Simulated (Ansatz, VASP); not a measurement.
## Ca in VASP and in Ansatz

```
Ca
1.0
     3.97433    0.00000    0.00000
    -1.98717    3.44187    0.00000
     0.00000    0.00000    3.60728
Ca
1
Direct
  0.00000 0.00000 0.00000
```

Alike in both runs: task single point; functional PBE; k mesh 12 × 12 × 12; occupations gaussian, width 0.1 eV; no spin polarisation.

```csv
,VASP,Ansatz
version,VASP 6.6.1,Ansatz 0.2.0
potentials or method,"VASP PAW PBE potentials, release 64 (Ca_sv), cutoff 520 eV","scalar-relativistic, plane waves, PAW"
valence electrons in the cell,10,10
```

```tsv
	VASP	Ansatz	Ansatz less VASP
gap on the k mesh at the Fermi level (eV)	none	none	-
pressure (GPa)	-1.6	-1.6	+0.01
traceless stress, the component that is largest in VASP (GPa)	1.12	1.12	0.000
```

A gap of «none» marks a metal or a gap that the smearing closes. The functional is the same, so the differences come from potentials, cutoffs and numerics.
